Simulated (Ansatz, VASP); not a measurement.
**Bi in VASP and in Ansatz**

Contents of INCAR:

```
SYSTEM = Bi
PREC = Accurate
ENCUT = 520
EDIFF = 1E-6
ISMEAR = 0
SIGMA = 0.1
LREAL = .FALSE.
LASPH = .TRUE.
NELM = 60
ALGO = Fast
ISIF = 2
LWAVE = .FALSE.
LCHARG = .FALSE.
GGA = PE
IVDW = 12
NBANDS = 22
```

KPOINTS

```
regular mesh
0
G
  12 12 12
  0 0 0
```

POSCAR

```
Bi
1.0
    2.2675000000      1.3091417354      3.9380000000
   -2.2675000000      1.3091417354      3.9380000000
    0.0000000000     -2.6182834708      3.9380000000
Bi
2
Direct
    0.2340000000      0.2340000000      0.2340000000
    0.7660000000      0.7660000000      0.7660000000
```

Input for Ansatz:

```yaml
crystal:
  lattice:
    - [2.2675, 1.3091417354, 3.938]
    - [-2.2675, 1.3091417354, 3.938]
    - [0.0, -2.6182834708, 3.938]
  atoms:
    - { symbol: Bi, position: [0.234, 0.234, 0.234] }
    - { symbol: Bi, position: [0.766, 0.766, 0.766] }
basis:
  ecutwfc: 420
kpoints:
  mp_grid: { grid: [12, 12, 12] }
hamiltonian:
  xc: pbe
  dispersion: d3bj
scf:
  occupations: { method: gaussian, width: 0.1 }
output:
  forces: true
  stress: true
  eigenvalues: true
  populations: true
  write_density: true
  write_potential: true
  elf: true
  volumetric_format: npy
```

Alike in both runs: task single point; functional PBE; dispersion D3(BJ); k mesh 12 × 12 × 12; occupations gaussian, width 0.1 eV; no spin polarisation.

|  | VASP | Ansatz |
| --- | --- | --- |
| version | VASP 6.6.1 | Ansatz 0.2.0 |
| potentials or method | VASP PAW PBE potentials, release 64 (Bi_d), cutoff 520 eV | scalar-relativistic, plane waves, PAW |
| valence electrons in the cell | 30 | 30 |

|  | VASP | Ansatz | Ansatz less VASP |
| --- | --- | --- | --- |
| gap on the k mesh at the Fermi level (eV) | none | none | - |
| pressure (GPa) | 0.1 | 0.1 | +0.02 |
| rms of the force components (eV/Å) | 0.132 | 0.128 | -0.0042 |

Atom by atom the forces differ by 0.004 eV/Å (rms over components). A gap of «none» marks a metal or a gap that the smearing closes.

Spin-orbit coupling is off throughout.
